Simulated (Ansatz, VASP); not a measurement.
**One calculation of CoNiO2, two programs**

```xyz
4
Lattice="3.0143 0.0000 0.0000 0.0000 3.0143 0.0000 0.0000 0.0000 4.2223" Properties=species:S:1:pos:R:3 pbc="T T T"
Ni    0.0000    0.0000    0.0000
Co    1.5072    1.5072    2.1111
O     0.0000    0.0000    2.1111
O     1.5072    1.5072    0.0000
```

Alike in both runs: task single point; functional PBEsol; k mesh 7 × 7 × 5; occupations fermi-dirac, width 0.05 eV; collinear spin; fixed moment 4.5 μB.

|  | VASP | Ansatz |
| --- | --- | --- |
| version | VASP 6.6.1 | Ansatz 0.2.0 |
| potentials or method | VASP PAW PBE potentials, release 64 (Ni, Co, O) | Ansatz PAW |
| plane-wave cutoff (eV) | 520 | 420 |
| valence electrons in the cell | 31 | 47 |

```tsv
	VASP	Ansatz	Ansatz less VASP
pressure (GPa)	-12.1	-11.9	+0.12
traceless stress, the component that is largest in VASP (GPa)	1.24	1.29	+0.051
net moment per atom (μB)	1.12	1.13	0.000
size of the moment on the site where the two differ most (μB)	2.57	2.49	-0.084
```

VASP's potentials were made for PBE, not for PBEsol. Site moments also hang on the region over which each program counts them. VASP's potentials hold 31 valence electrons a cell and Ansatz's 47, so a difference there can come from the potentials and not from the codes.
